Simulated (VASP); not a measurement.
# CdSe (I-4m2) in VASP: notebook

Runs on CdSe. Level: PBE. Tasks: single point.

Program: VASP 6.6.1. These are calculated values, not measurements. Logs are shortened: lines on timing, memory, paths and dates and some standing lists are left out, and cuts for length are marked.

## 1. The cell of the first run

The typed cell holds 2 atoms: a = 4.197 Å, b = 4.197 Å, c = 4.197 Å, α = 119.96°, β = 119.96°, γ = 90.06°.

## 2. Single point, PBE (volume scaled by 0.88, then relaxed in part)

The input, INCAR:

```
SYSTEM = CdSe
ALGO = Normal
EDIFF = 1E-6
ENCUT = 520
GGA = PE
ISIF = 2
ISMEAR = 0
LASPH = .TRUE.
LCHARG = .FALSE.
LREAL = .FALSE.
LWAVE = .FALSE.
NBANDS = 16
NELM = 80
PREC = Accurate
SIGMA = 0.02
```

The input, KPOINTS:

```
k-points
0
G
  12 12 12
  0 0 0
```

The input, POSCAR:

```
CdSe
1.0
   -2.0995926613      2.0995926613      2.9660695933
    2.0995926613     -2.0995926613      2.9660695933
    2.0995926613      2.0995926613     -2.9660695933
Cd Se
1 1
Direct
    0.0000000000      0.0000000000      0.0000000000
    0.2500000000      0.7500000000      0.5000000000
```

Potentials or basis: VASP PAW PBE potentials, release 64 (Cd, Se).

On the command line:

```
cat potpaw_PBE.64/Cd/POTCAR potpaw_PBE.64/Se/POTCAR > POTCAR
mpirun -np 1 vasp_std > vasp.out
```

OUTCAR:

```text
SYSTEM = CdSe
   EDIFF = 1E-6
   ENCUT = 520
   GGA = PE
   ISIF = 2
   ISMEAR = 0
   LASPH = .TRUE.
   LREAL = .FALSE.
   NELM = 80
   PREC = Accurate

 ion  position               nearest neighbor table
   1  0.000  0.000  0.000-   2 2.57   2 2.57   2 2.57   2 2.57
   2  0.250  0.750  0.500-   1 2.57   1 2.57   1 2.57   1 2.57

  LATTYP: Found a body centered tetragonal cell.
 ALAT       =     4.1991853226
 C/A-ratio  =     1.4126881123

  Lattice vectors:

 A1 = (  -2.0995926613,   2.0995926613,   2.9660695933)
 A2 = (   2.0995926613,  -2.0995926613,   2.9660695933)
 A3 = (   2.0995926613,   2.0995926613,  -2.9660695933)

Analysis of symmetry for initial positions (statically):
=====================================================================
 Subroutine PRICEL returns:
 Original cell was already a primitive cell.

 Routine SETGRP: Setting up the symmetry group for a
 body centered tetragonal supercell.

 Subroutine GETGRP returns: Found  8 space group operations
 (whereof  8 operations were pure point group operations)
 out of a pool of 16 trial point group operations.

The static configuration has the point symmetry D_2d.

Analysis of symmetry for dynamics (positions and initial velocities):
=====================================================================
 Subroutine PRICEL returns:
 Original cell was already a primitive cell.

 Routine SETGRP: Setting up the symmetry group for a
 body centered tetragonal supercell.

 Subroutine GETGRP returns: Found  8 space group operations
 (whereof  8 operations were pure point group operations)
 out of a pool of 16 trial point group operations.

The dynamic configuration has the point symmetry D_2d.

 Subroutine INISYM returns: Found  8 space group operations
 (whereof  8 operations are pure point group operations),
 and found     1 'primitive' translations

----------------------------------------------------------------------------------------

                                     Primitive cell

  volume of cell :      52.3012

  direct lattice vectors                    reciprocal lattice vectors
    -2.099592661  2.099592661  2.966069593     0.000000000  0.238141431  0.168573253
     2.099592661 -2.099592661  2.966069593     0.238141431  0.000000000  0.168573253
     2.099592661  2.099592661 -2.966069593     0.238141431  0.238141431  0.000000000

  length of vectors
     4.196921195  4.196921195  4.196921195     0.291767515  0.291767515  0.336782841

  position of ions in fractional coordinates (direct lattice)
     0.000000000  0.000000000  0.000000000
     0.250000000  0.750000000  0.500000000

  ion indices of the primitive-cell ions
   primitive index   ion index
                 1           1
                 2           2

----------------------------------------------------------------------------------------

 KPOINTS: k-points

Automatic generation of k-mesh.
 Grid dimensions read from file:
 generate k-points for:   12   12   12

 Generating k-lattice:

  Cartesian coordinates                     Fractional coordinates (reciprocal lattice)
     0.000000000  0.019845119  0.014047771     0.083333333  0.000000000 -0.000000000
     0.019845119  0.000000000  0.014047771     0.000000000  0.083333333 -0.000000000
     0.019845119  0.019845119  0.000000000     0.000000000  0.000000000  0.083333333

  Length of vectors
     0.024313960  0.024313960  0.028065237

  Shift w.r.t. Gamma in fractional coordinates (k-lattice)
     0.000000000  0.000000000  0.000000000

 Subroutine IBZKPT returns following result:
 ===========================================

 Found    163 irreducible k-points:

 Following reciprocal coordinates:
            Coordinates               Weight
  0.000000  0.000000  0.000000      1.000000
  0.083333  0.000000 -0.000000      8.000000
  0.166667  0.000000 -0.000000      8.000000
  0.250000  0.000000 -0.000000      8.000000
  0.333333 -0.000000  0.000000      8.000000
  0.416667  0.000000  0.000000      8.000000
[... 16 lines left out ...]
  0.500000  0.166667 -0.000000     16.000000
 -0.416667  0.166667 -0.000000     16.000000
 [... further k-points ...]
   k-points           NKPTS =    163   k-points in BZ     NKDIM =    163   number of bands    NBANDS=     16
   number of dos      NEDOS =    301   number of ions     NIONS =      2
   total plane-waves  NPLWV =  32768
   dimension x,y,z NGX =    32 NGY =   32 NGZ =   32
   dimension x,y,z NGXF=    64 NGYF=   64 NGZF=   64
   ions per type =               1   1
   NGX,Y,Z   is equivalent  to a cutoff of  12.68, 12.68, 12.68 a.u.
   NGXF,Y,Z  is equivalent  to a cutoff of  25.35, 25.35, 25.35 a.u.
 SYSTEM =  CdSe
   PREC   = accura    normal or accurate (medium, high low for compatibility)
   ISTART =      0    job   : 0-new  1-cont  2-samecut
   ICHARG =      2    charge: 1-file 2-atom 10-const
   ISPIN  =      1    spin polarized calculation?
   LNONCOLLINEAR =      F non collinear calculations
   LSORBIT =      F    spin-orbit coupling
   LASPH  =      T    aspherical Exc in radial PAW
   ENCUT  =  520.0 eV  38.22 Ry    6.18 a.u.   7.80  7.80  7.80*2*pi/ulx,y,z
   NELM   =     80;   NELMIN=  2; NELMDL= -5     # of ELM steps
   EDIFF  = 0.1E-05   stopping-criterion for ELM
   LREAL  =      F    real-space projection
   EDIFFG = 0.1E-04   stopping-criterion for IOM
   NSW    =      0    number of steps for IOM
   IBRION =     -1    ionic relax: 0-MD 1-quasi-New 2-CG
   NFREE  =      0    steps in history (QN), initial steepest desc. (CG)
   ISIF   =      2    stress and relaxation
   ISYM   =      2    0-nonsym 1-usesym 2-fastsym
   POTIM  = 0.5000    time-step for ionic-motion
   TEBEG  =    0.0;   TEEND  =   0.0 temperature during run
   PSTRESS=    0.0 pullay stress
   NELECT =      18.0000    total number of electrons
   NUPDOWN=      -1.0000    fix difference up-down
   EMIN   =  10.00;   EMAX   =-10.00  energy-range for DOS
   EFERMI =   0.00;   METHOD = LEGACY
   ISMEAR =     0;   SIGMA  =   0.02  broadening in eV -4-tet -1-fermi 0-gaus
   EFERMI_NEDOS =   21; number of points for ismear=-14 and -15
   IALGO  =     38    algorithm
   IMIX   =      4    mixing-type and parameters
     AMIX     =   0.40;   BMIX     =  1.00
     AMIX_MAG =   1.60;   BMIX_MAG =  1.00
  volume/ion in A,a.u.               =      26.15       176.47
  Fermi-wavevector in a.u.,A,eV,Ry     =   1.147260  2.168007 17.908064  1.316206
  Thomas-Fermi vector in A             =   2.283941
   LORBIT       =      0    0 simple, 1 ext, 2 COOP (PROOUT), +10 PAW based schemes
   GGA     = PE    functional components
   LHFCALC =     F    Hartree Fock is set to
   AEXX    =    0.0000 exact exchange contribution
   IVDW    =     0    specifies the selected vdW correction
   LEPSILON=     F    determine dielectric tensor
   LRPA    =     F    only Hartree local field effects (RPA)
 non-spin polarized calculation
 Gauss-broadening in eV      SIGMA  =   0.02
  energy-cutoff  :      520.00
  volume of cell :       52.30
 maximum number of plane-waves:      1424
   NGX = 15   NGY = 15   NGZ = 15

 number of electron      17.9999999 magnetization

 Free energy of the ion-electron system (eV)
  ---------------------------------------------------
  ext. energy  EPLUGINS =         0.00000000
  ---------------------------------------------------
  free energy    TOTEN  =        -5.33118859 eV

  energy without entropy =       -5.33118859  energy(sigma->0) =       -5.33118859

 E-fermi :   1.6815     XC(G=0):  -9.2230

 val. band max:        1.5553697283   @ k =   0.0000   0.0000   0.0000
 cond. band min:       2.3126384414   @ k =   0.0000   0.0000   0.0000
 fundamental gap:      0.7572687131
 Fermi energy:         1.6815360548

 k-point     1 :       0.0000    0.0000    0.0000
  band No.  band energies     occupation
      1     -11.4823      2.00000
      2      -6.6620      2.00000
      3      -6.6620      2.00000
      4      -6.6614      2.00000
      5      -6.2023      2.00000
      6      -6.2018      2.00000
[... 8 lines left out ...]
     15      12.8087      0.00000
     16      12.8256      0.00000

 k-point     2 :       0.0833    0.0000   -0.0000
  band No.  band energies     occupation
      1     -11.4534      2.00000
      2      -6.6523      2.00000
      3      -6.6519      2.00000
      4      -6.6398      2.00000
      5      -6.2030      2.00000
      6      -6.2026      2.00000
[... 8 lines left out ...]
     15      12.2728      0.00000
     16      12.2865      0.00000

 k-point     3 :       0.1667    0.0000   -0.0000
  band No.  band energies     occupation
      1     -11.3739      2.00000
      2      -6.6269      2.00000
      3      -6.6265      2.00000
      4      -6.5670      2.00000
      5      -6.2036      2.00000
      6      -6.2033      2.00000
[... 8 lines left out ...]
     15      11.7735      0.00000
     16      12.2518      0.00000

 k-point     4 :       0.2500    0.0000   -0.0000
  band No.  band energies     occupation
      1     -11.2639      2.00000
      2      -6.5954      2.00000
      3      -6.5950      2.00000
      4      -6.4276      2.00000
      5      -6.2000      2.00000
      6      -6.1998      2.00000
[... 8 lines left out ...]
     15      11.7321      0.00000
     16      11.8010      0.00000
[... 324 lines left out ...]
 k-point    22 :       0.4167    0.1667    0.0000
  band No.  band energies     occupation
      1     -11.0008      2.00000
      2      -6.5236      2.00000
      3      -6.5006      2.00000
      4      -6.2091      2.00000
      5      -6.1830      2.00000
      6      -5.7921      2.00000
[... 8 lines left out ...]
     15      12.9278      0.00000
     16      13.5151      0.00000

 k-point    23 :       0.5000    0.1667   -0.0000
  band No.  band energies     occupation
      1     -11.0081      2.00000
      2      -6.5263      2.00000
      3      -6.4944      2.00000
      4      -6.2336      2.00000
      5      -6.1675      2.00000
      6      -5.8326      2.00000
[... 8 lines left out ...]
     15      13.6740      0.00000
     16      14.0482      0.00000

 k-point    24 :      -0.4167    0.1667   -0.0000
  band No.  band energies     occupation
      1     -11.0646      2.00000
      2      -6.5354      2.00000
      3      -6.5011      2.00000
      4      -6.2775      2.00000
      5      -6.1633      2.00000
      6      -6.0263      2.00000
[... 8 lines left out ...]
     15      13.4990      0.00000
     16      13.8700      0.00000

 [... further k-points ...]
[... 5 lines left out ...]
  --------------------------------------------------------------------------------------
  -------------------------------------------------------------------------------------
  Total        2.6829410      2.6829410      2.6861090      0.0000000      0.0000000      0.0000000
  in kB       82.1883539     82.1883539     82.2854021      0.0000000      0.0000000      0.0000000
  external PRESSURE =      82.2207033 kB  Pullay stress =       0.0000000 kB

 VOLUME and BASIS-vectors are now :
 -----------------------------------------------------------------------------
  energy-cutoff  :      520.00
  volume of cell :       52.30
      direct lattice vectors                 reciprocal lattice vectors
    -2.099592661  2.099592661  2.966069593     0.000000000  0.238141431  0.168573253
     2.099592661 -2.099592661  2.966069593     0.238141431  0.000000000  0.168573253
     2.099592661  2.099592661 -2.966069593     0.238141431  0.238141431  0.000000000

 POSITION                                       TOTAL-FORCE (eV/Angst)
 -----------------------------------------------------------------------------------
      0.00000      0.00000      0.00000         0.000000      0.000000     -0.000000
      2.09959      0.00000      1.48303        -0.000000     -0.000000      0.000000
 -----------------------------------------------------------------------------------
    total drift:                                0.000001     -0.000001     -0.000000

  FREE ENERGIE OF THE ION-ELECTRON SYSTEM (eV)
  ---------------------------------------------------
  free  energy   TOTEN  =        -5.3311885880 eV

  energy  without entropy=       -5.3311885880  energy(sigma->0) =       -5.33118859
```

Wall time 51 s (1 thread of Intel Xeon Platinum 8488C (Sapphire Rapids), shared host); peak memory 0.27 GiB.

What came out:

```
Free energy            : -5.3312 eV
Pressure               : 8.2 GPa
Band gap on the k mesh : 0.76 eV, direct
```

## 3. Single point, PBE (volume scaled by 0.91, then relaxed in part)

The input, INCAR:

```
ALGO = Normal
EDIFF = 1E-6
ENCUT = 520
GGA = PE
ISIF = 2
ISMEAR = 0
LASPH = T
LCHARG = T
LELF = T
LREAL = F
LVHAR = T
LWAVE = F
NBANDS = 16
NELM = 100
PREC = Accurate
SIGMA = 0.02
```

The input, KPOINTS:

```
k-points
0
Gamma
  12 12 12
```

The input, POSCAR:

```
CdSe
1.0
   -2.1231855648      2.1231855648      2.9993990076
    2.1231855648     -2.1231855648      2.9993990076
    2.1231855648      2.1231855648     -2.9993990076
Cd Se
1 1
Direct
    0.0000000000      0.0000000000      0.0000000000
    0.2500000000      0.7500000000      0.5000000000
```

Potentials or basis: VASP PAW PBE potentials, release 64 (Cd, Se).

On the command line:

```
cat potpaw_PBE.64/Cd/POTCAR potpaw_PBE.64/Se/POTCAR > POTCAR
mpirun -np 1 vasp_std > vasp.out
```

Wall time 57 s (1 thread of Intel Xeon Platinum 8488C (Sapphire Rapids), shared host); peak memory 0.28 GiB.

It converged, with:

| Quantity | Value |
| --- | --- |
| Free energy | -5.4081 eV |
| Pressure | 5.7 GPa |
| Band gap on the k mesh | 0.69 eV, direct |

Levels at points of the mesh, in eV from the valence-band top:
| k point | band 6 | band 7 | band 8 | band 9 | band 10 | band 11 | band 12 | band 13 |
| --- | --- | --- | --- | --- | --- | --- | --- | --- |
| (0.00, 0.00, 0.00) | -7.66 | 0.00 | 0.00 | 0.00 | 0.69 | 5.93 | 5.93 | 5.93 |
| (0.50, 0.00, 0.00) | -7.33 | -4.63 | -0.81 | -0.81 | 2.44 | 6.44 | 6.45 | 7.53 |
| (0.50, 0.50, 0.00) | -7.27 | -4.27 | -1.99 | -1.99 | 3.06 | 3.79 | 9.30 | 10.45 |
| (0.50, 0.50, 0.50) | -7.26 | -4.26 | -2.00 | -2.00 | 3.06 | 3.78 | 9.31 | 10.45 |

[end of part 1 of 2]
